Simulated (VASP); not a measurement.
# Sb (Pm-3m) in VASP: notebook

Runs on Sb. Level: PBE. Tasks: electric field gradients.

Program: VASP 6.6.1. These are calculated values, not measurements. Logs are shortened: lines on timing, memory, paths and dates and some standing lists are left out, and cuts for length are marked.

**1. The cell of the first run**

The structure is cubic, space group Pm-3m (No. 221). Conventional cell: a = 3.096 Å, b = 3.096 Å, c = 3.096 Å, α = 90.00°, β = 90.00°, γ = 90.00°. Sb (site symmetry m-3m) has 6 Sb at 3.10 Å within 4.1 Å.

**2. Electric field gradients, PBE (volume scaled by 0.9405)**

File INCAR:

```
SYSTEM = Sb
PREC = Accurate
ENCUT = 400
EDIFF = 1E-8
ISMEAR = -1
SIGMA = 0.08
LREAL = .False.
LASPH = .True.
NELM = 120
ALGO = Normal
ISIF = 2
LWAVE = .False.
LCHARG = .False.
GGA = PE
LEFG = .True.
NBANDS = 8
GGA_COMPAT = .False.
```

File KPOINTS:

```
Automatic mesh
0
Gamma
  12 12 12
  0 0 0
```

File POSCAR:

```
Sb
1.0
    3.0960408524      0.0000000000      0.0000000000
    0.0000000000      3.0960408524      0.0000000000
    0.0000000000      0.0000000000      3.0960408524
Sb
1
Direct
    0.0000000000      0.0000000000      0.0000000000
```

Potentials or basis: VASP PAW PBE potentials, release 64 (Sb).

Started as:

```bash
cat potpaw_PBE.64/Sb/POTCAR > POTCAR
mpirun -np 1 vasp_std > vasp.out
```

OUTCAR:

```text
SYSTEM = Sb
   PREC = Accurate
   ENCUT = 400
   EDIFF = 1E-8
   ISMEAR = -1
   LREAL = .False.
   LASPH = .True.
   NELM = 120
   ISIF = 2
   GGA = PE

 ion  position               nearest neighbor table
   1  0.000  0.000  0.000-

  LATTYP: Found a simple cubic cell.
 ALAT       =     3.0960408524

  Lattice vectors:

 A1 = (   3.0960408524,   0.0000000000,   0.0000000000)
 A2 = (   0.0000000000,   3.0960408524,   0.0000000000)
 A3 = (   0.0000000000,   0.0000000000,   3.0960408524)

Analysis of symmetry for initial positions (statically):
=====================================================================
 Subroutine PRICEL returns:
 Original cell was already a primitive cell.

 Routine SETGRP: Setting up the symmetry group for a
 simple cubic supercell.

 Subroutine GETGRP returns: Found 48 space group operations
 (whereof 48 operations were pure point group operations)
 out of a pool of 48 trial point group operations.

The static configuration has the point symmetry O_h .

Analysis of symmetry for dynamics (positions and initial velocities):
=====================================================================
 Subroutine PRICEL returns:
 Original cell was already a primitive cell.

 Routine SETGRP: Setting up the symmetry group for a
 simple cubic supercell.

 Subroutine GETGRP returns: Found 48 space group operations
 (whereof 48 operations were pure point group operations)
 out of a pool of 48 trial point group operations.

The dynamic configuration has the point symmetry O_h .

 Subroutine INISYM returns: Found 48 space group operations
 (whereof 48 operations are pure point group operations),
 and found     1 'primitive' translations

----------------------------------------------------------------------------------------

                                     Primitive cell

  volume of cell :      29.6770

  direct lattice vectors                    reciprocal lattice vectors
     3.096040852  0.000000000  0.000000000     0.322993154  0.000000000  0.000000000
     0.000000000  3.096040852  0.000000000     0.000000000  0.322993154  0.000000000
     0.000000000  0.000000000  3.096040852     0.000000000  0.000000000  0.322993154

  length of vectors
     3.096040852  3.096040852  3.096040852     0.322993154  0.322993154  0.322993154

  position of ions in fractional coordinates (direct lattice)
     0.000000000  0.000000000  0.000000000

  ion indices of the primitive-cell ions
   primitive index   ion index
                 1           1

----------------------------------------------------------------------------------------

 KPOINTS: Automatic mesh

Automatic generation of k-mesh.
 Grid dimensions read from file:
 generate k-points for:   12   12   12

 Generating k-lattice:

  Cartesian coordinates                     Fractional coordinates (reciprocal lattice)
     0.026916096  0.000000000  0.000000000     0.083333333  0.000000000  0.000000000
     0.000000000  0.026916096  0.000000000     0.000000000  0.083333333  0.000000000
     0.000000000  0.000000000  0.026916096     0.000000000  0.000000000  0.083333333

  Length of vectors
     0.026916096  0.026916096  0.026916096

  Shift w.r.t. Gamma in fractional coordinates (k-lattice)
     0.000000000  0.000000000  0.000000000

 Subroutine IBZKPT returns following result:
 ===========================================

 Found     84 irreducible k-points:

 Following reciprocal coordinates:
            Coordinates               Weight
  0.000000  0.000000  0.000000      1.000000
  0.083333  0.000000  0.000000      6.000000
  0.166667  0.000000  0.000000      6.000000
  0.250000  0.000000  0.000000      6.000000
  0.333333  0.000000  0.000000      6.000000
  0.416667  0.000000  0.000000      6.000000
[... 16 lines left out ...]
  0.333333  0.333333  0.000000     12.000000
  0.416667  0.333333  0.000000     24.000000
 [... further k-points ...]
   k-points           NKPTS =     84   k-points in BZ     NKDIM =     84   number of bands    NBANDS=      8
   number of dos      NEDOS =    301   number of ions     NIONS =      1
   total plane-waves  NPLWV =   8000
   dimension x,y,z NGX =    20 NGY =   20 NGZ =   20
   dimension x,y,z NGXF=    40 NGYF=   40 NGZF=   40
   ions per type =               1
   NGX,Y,Z   is equivalent  to a cutoff of  10.74, 10.74, 10.74 a.u.
   NGXF,Y,Z  is equivalent  to a cutoff of  21.48, 21.48, 21.48 a.u.
 SYSTEM =  Sb
   PREC   = accura    normal or accurate (medium, high low for compatibility)
   ISTART =      0    job   : 0-new  1-cont  2-samecut
   ICHARG =      2    charge: 1-file 2-atom 10-const
   ISPIN  =      1    spin polarized calculation?
   LNONCOLLINEAR =      F non collinear calculations
   LSORBIT =      F    spin-orbit coupling
   LASPH  =      T    aspherical Exc in radial PAW
   ENCUT  =  400.0 eV  29.40 Ry    5.42 a.u.   5.05  5.05  5.05*2*pi/ulx,y,z
   NELM   =    120;   NELMIN=  2; NELMDL= -5     # of ELM steps
   EDIFF  = 0.1E-07   stopping-criterion for ELM
   LREAL  =      F    real-space projection
   EDIFFG = 0.1E-06   stopping-criterion for IOM
   NSW    =      0    number of steps for IOM
   IBRION =     -1    ionic relax: 0-MD 1-quasi-New 2-CG
   NFREE  =      0    steps in history (QN), initial steepest desc. (CG)
   ISIF   =      2    stress and relaxation
   ISYM   =      2    0-nonsym 1-usesym 2-fastsym
   POTIM  = 0.5000    time-step for ionic-motion
   TEBEG  =    0.0;   TEEND  =   0.0 temperature during run
   PSTRESS=    0.0 pullay stress
   NELECT =       5.0000    total number of electrons
   NUPDOWN=      -1.0000    fix difference up-down
   EMIN   =  10.00;   EMAX   =-10.00  energy-range for DOS
   EFERMI =   0.00;   METHOD = LEGACY
   ISMEAR =    -1;   SIGMA  =   0.08  broadening in eV -4-tet -1-fermi 0-gaus
   EFERMI_NEDOS =   21; number of points for ismear=-14 and -15
   IALGO  =     38    algorithm
   IMIX   =      4    mixing-type and parameters
     AMIX     =   0.40;   BMIX     =  1.00
     AMIX_MAG =   1.60;   BMIX_MAG =  1.00
  volume/ion in A,a.u.               =      29.68       200.27
  Fermi-wavevector in a.u.,A,eV,Ry     =   0.904187  1.708665 11.123494  0.817554
  Thomas-Fermi vector in A             =   2.027603
   LORBIT       =      0    0 simple, 1 ext, 2 COOP (PROOUT), +10 PAW based schemes
   GGA     = PE    functional components
   LHFCALC =     F    Hartree Fock is set to
   AEXX    =    0.0000 exact exchange contribution
   IVDW    =     0    specifies the selected vdW correction
   LEPSILON=     F    determine dielectric tensor
   LRPA    =     F    only Hartree local field effects (RPA)
 non-spin polarized calculation
  energy-cutoff  :      400.00
  volume of cell :       29.68
 maximum number of plane-waves:       554
   NGX = 11   NGY = 11   NGZ = 11

 number of electron       4.9999997 magnetization

 Free energy of the ion-electron system (eV)
  ---------------------------------------------------
  ext. energy  EPLUGINS =         0.00000000
  ---------------------------------------------------
  free energy    TOTEN  =        -4.08479559 eV

  energy without entropy =       -4.06975949  energy(sigma->0) =       -4.07727754

 E-fermi :   7.2857     XC(G=0):  -9.6475

 val. band max:        7.2664966019   @ k =   0.4167   0.2500   0.0833
 cond. band min:       7.3076631596   @ k =   0.1667   0.0833   0.0000
 fundamental gap:      0.0411665577
 Fermi energy:         7.2857455413

 k-point     1 :       0.0000    0.0000    0.0000
  band No.  band energies     occupation
      1      -5.2271      2.00000
      2      10.4797      0.00000
      3      10.4797      0.00000
      4      10.4797      0.00000
      5      14.1233      0.00000
      6      14.1233      0.00000
      7      15.4917      0.00000
      8      24.8648      0.00000

 k-point     2 :       0.0833    0.0000    0.0000
  band No.  band energies     occupation
      1      -5.1259      2.00000
      2       9.2613      0.00000
      3      10.5796      0.00000
      4      10.5796      0.00000
      5      14.2033      0.00000
      6      14.8067      0.00000
      7      16.2470      0.00000
      8      23.9877      0.00000

 k-point     3 :       0.1667    0.0000    0.0000
  band No.  band energies     occupation
      1      -4.8262      2.00000
      2       7.2124      1.42871
      3      10.8691      0.00000
      4      10.8691      0.00000
      5      14.4414      0.00000
      6      15.2774      0.00000
      7      18.4618      0.00000
      8      22.5718      0.00000
[... 210 lines left out ...]
 k-point    23 :       0.3333    0.3333    0.0000
  band No.  band energies     occupation
      1      -2.2004      2.00000
      2       4.6323      2.00000
      3       5.0736      2.00000
      4      12.3949      0.00000
      5      13.2213      0.00000
      6      17.3191      0.00000
      7      20.9247      0.00000
      8      21.1001      0.00000

 k-point    24 :       0.4167    0.3333    0.0000
  band No.  band energies     occupation
      1      -1.5527      2.00000
      2       3.4853      2.00000
      3       5.3945      2.00000
      4      11.2892      0.00000
      5      13.6958      0.00000
      6      18.0346      0.00000
      7      20.1345      0.00000
      8      20.3680      0.00000

 [... further k-points ...]
[... 5 lines left out ...]
  --------------------------------------------------------------------------------------
  -------------------------------------------------------------------------------------
  Total        0.1474150      0.1474150      0.1474150      0.0000000      0.0000000      0.0000000
  in kB        7.9585181      7.9585181      7.9585181      0.0000000      0.0000000      0.0000000
  external PRESSURE =       7.9585181 kB  Pullay stress =       0.0000000 kB

 VOLUME and BASIS-vectors are now :
 -----------------------------------------------------------------------------
  energy-cutoff  :      400.00
  volume of cell :       29.68
      direct lattice vectors                 reciprocal lattice vectors
     3.096040852  0.000000000  0.000000000     0.322993154  0.000000000  0.000000000
     0.000000000  3.096040852  0.000000000     0.000000000  0.322993154  0.000000000
     0.000000000  0.000000000  3.096040852     0.000000000  0.000000000  0.322993154

 POSITION                                       TOTAL-FORCE (eV/Angst)
 -----------------------------------------------------------------------------------
      0.00000      0.00000      0.00000         0.000000      0.000000      0.000000
 -----------------------------------------------------------------------------------
    total drift:                               -0.000000      0.000000     -0.000000

  FREE ENERGIE OF THE ION-ELECTRON SYSTEM (eV)
  ---------------------------------------------------
  free  energy   TOTEN  =        -4.0847955862 eV

  energy  without entropy=       -4.0697594859  energy(sigma->0) =       -4.07727754

 Electric field gradients (V/A^2)
---------------------------------------------------------------------
 ion       V_xx      V_yy      V_zz      V_xy      V_xz      V_yz
---------------------------------------------------------------------
   1      -0.000     0.000    -0.000     0.000    -0.000    -0.000
---------------------------------------------------------------------

 Electric field gradients after diagonalization (V/A^2)
 (convention: |V_zz| > |V_xx| > |V_yy|)
----------------------------------------------------------------------
 ion       V_xx      V_yy      V_zz     asymmetry (V_yy - V_xx)/ V_zz
----------------------------------------------------------------------
   1      -0.000     0.000    -0.000      -1.021
----------------------------------------------------------------------

           NMR quadrupolar parameters

 Cq : quadrupolar parameter    Cq=e*Q*V_zz/h
 eta: asymmetry parameters     (V_yy - V_xx)/ V_zz
 Q  : nuclear electric quadrupole moment in mb (millibarn)
----------------------------------------------------------------------
 ion       Cq(MHz)       eta       Q (mb)
----------------------------------------------------------------------
   1      -0.000      -1.021       1.000
----------------------------------------------------------------------
```

Run time: 6.8 s. Hardware: 1 thread of AMD EPYC 9R45 (Zen 5), shared host; peak memory 0.09 GiB.

What came out:

| Item | Value |
| --- | --- |
| Free energy | -4.0848 eV |
| Pressure | 0.8 GPa |

Caveat: without QUAD_EFG the Cq values of the log hold for a quadrupole moment of 1 mb, not for the nuclei; spin-orbit coupling is left out, which moves the levels of the heavy elements.

**3. Electric field gradients, PBE (volume scaled by 0.98)**

File INCAR:

```
PREC = Accurate
ENCUT = 400
EDIFF = 1E-8
ISMEAR = -1
SIGMA = 0.08
LREAL = F
LASPH = T
NELM = 120
ALGO = Normal
ISIF = 2
LWAVE = F
LCHARG = F
GGA = PE
LEFG = T
NBANDS = 8
GGA_COMPAT = F
```

File KPOINTS:

```
regular mesh
0
Gamma
  12 12 12
```

File POSCAR:

```
Sb
1.0
    3.1387913073      0.0000000000      0.0000000000
    0.0000000000      3.1387913073      0.0000000000
    0.0000000000      0.0000000000      3.1387913073
Sb
1
Direct
    0.0000000000      0.0000000000      0.0000000000
```

Potentials or basis: VASP PAW PBE potentials, release 64 (Sb).

Started as:

```bash
cat potpaw_PBE.64/Sb/POTCAR > POTCAR
mpirun -np 1 vasp_std > vasp.out
```

OUTCAR:

```text
PREC = Accurate
   ENCUT = 400
   EDIFF = 1E-8
   ISMEAR = -1
   LREAL = F
   LASPH = T
   NELM = 120
   ISIF = 2
   GGA = PE

 ion  position               nearest neighbor table
   1  0.000  0.000  0.000-

  LATTYP: Found a simple cubic cell.
 ALAT       =     3.1387913073

  Lattice vectors:

 A1 = (   3.1387913073,   0.0000000000,   0.0000000000)
 A2 = (   0.0000000000,   3.1387913073,   0.0000000000)
 A3 = (   0.0000000000,   0.0000000000,   3.1387913073)

Analysis of symmetry for initial positions (statically):
=====================================================================
 Subroutine PRICEL returns:
 Original cell was already a primitive cell.

 Routine SETGRP: Setting up the symmetry group for a
 simple cubic supercell.

 Subroutine GETGRP returns: Found 48 space group operations
 (whereof 48 operations were pure point group operations)
[... 443 lines left out ...]

 VOLUME and BASIS-vectors are now :
 -----------------------------------------------------------------------------
  energy-cutoff  :      400.00
  volume of cell :       30.92
      direct lattice vectors                 reciprocal lattice vectors
     3.138791307  0.000000000  0.000000000     0.318593975  0.000000000  0.000000000
     0.000000000  3.138791307  0.000000000     0.000000000  0.318593975  0.000000000
     0.000000000  0.000000000  3.138791307     0.000000000  0.000000000  0.318593975

 POSITION                                       TOTAL-FORCE (eV/Angst)
 -----------------------------------------------------------------------------------
      0.00000      0.00000      0.00000         0.000000      0.000000      0.000000
 -----------------------------------------------------------------------------------
    total drift:                                0.000000     -0.000000     -0.000000

  FREE ENERGIE OF THE ION-ELECTRON SYSTEM (eV)
  ---------------------------------------------------
  free  energy   TOTEN  =        -4.0823801702 eV

  energy  without entropy=       -4.0668141935  energy(sigma->0) =       -4.07459718

 Electric field gradients (V/A^2)
---------------------------------------------------------------------
 ion       V_xx      V_yy      V_zz      V_xy      V_xz      V_yz
---------------------------------------------------------------------
   1       0.000     0.000    -0.000    -0.000     0.000    -0.000
---------------------------------------------------------------------

 Electric field gradients after diagonalization (V/A^2)
 (convention: |V_zz| > |V_xx| > |V_yy|)
----------------------------------------------------------------------
 ion       V_xx      V_yy      V_zz     asymmetry (V_yy - V_xx)/ V_zz
----------------------------------------------------------------------
   1       0.000    -0.000     0.000      -0.733
----------------------------------------------------------------------

           NMR quadrupolar parameters

 Cq : quadrupolar parameter    Cq=e*Q*V_zz/h
 eta: asymmetry parameters     (V_yy - V_xx)/ V_zz
 Q  : nuclear electric quadrupole moment in mb (millibarn)
----------------------------------------------------------------------
 ion       Cq(MHz)       eta       Q (mb)
----------------------------------------------------------------------
   1       0.000      -0.733       1.000
----------------------------------------------------------------------
```

OSZICAR:

```text
N       E                     dE             d eps       ncg     rms          rms(c)
DAV:   1     0.382912859481E+01    0.38291E+01   -0.12950E+03  1360   0.309E+02
DAV:   2    -0.398044166556E+01   -0.78096E+01   -0.73878E+01  1864   0.462E+01
DAV:   3    -0.407725842460E+01   -0.96817E-01   -0.96443E-01  1504   0.588E+00
DAV:   4    -0.407770687827E+01   -0.44845E-03   -0.44845E-03  2112   0.485E-01
DAV:   5    -0.407770858684E+01   -0.17086E-05   -0.17087E-05  1672   0.183E-02    0.182E+00
DAV:   6    -0.408044436582E+01   -0.27358E-02   -0.92302E-04  1720   0.195E-01    0.108E+00
DAV:   7    -0.408232421305E+01   -0.18798E-02   -0.22346E-03  1504   0.298E-01    0.783E-02
DAV:   8    -0.408237631577E+01   -0.52103E-04   -0.78216E-05  1816   0.596E-02    0.692E-03
DAV:   9    -0.408237966821E+01   -0.33524E-05   -0.24468E-06  1832   0.984E-03    0.198E-03
DAV:  10    -0.408238017554E+01   -0.50733E-06   -0.92410E-07  1608   0.517E-03    0.396E-04
DAV:  11    -0.408238017023E+01    0.53073E-08   -0.90063E-09  1752   0.603E-04
   1 F= -.40823802E+01 E0= -.40745972E+01  d E =-.155660E-01
```

Run time: 5.9 s. Hardware: 1 thread of AMD EPYC 9R45 (Zen 5), shared host; peak memory 0.09 GiB.

Results:

- Free energy: -4.0824 eV
- Pressure: -1.3 GPa

Levels at points of the mesh, in eV from the Fermi level:
| k point | band 1 | band 2 | band 3 | band 4 | band 5 | band 6 | band 7 | band 8 |
| --- | --- | --- | --- | --- | --- | --- | --- | --- |
| (0.00, 0.00, 0.00) | -12.19 | 3.10 | 3.10 | 3.10 | 6.81 | 6.81 | 7.97 | 17.36 |
| (0.50, 0.00, 0.00) | -9.90 | -5.41 | 4.99 | 4.99 | 8.82 | 10.43 | 11.20 | 11.26 |
| (0.50, 0.50, 0.00) | -7.48 | -3.45 | -3.45 | 2.24 | 6.90 | 12.48 | 13.08 | 13.08 |
| (0.50, 0.50, 0.50) | -4.81 | -1.62 | -1.62 | -1.62 | 4.81 | 4.81 | 4.81 | 6.96 |

Caveat: without QUAD_EFG the Cq values of the log hold for a quadrupole moment of 1 mb, not for the nuclei; spin-orbit coupling is left out, which moves the levels of the heavy elements.

(Part 1 of 3 ends here.)
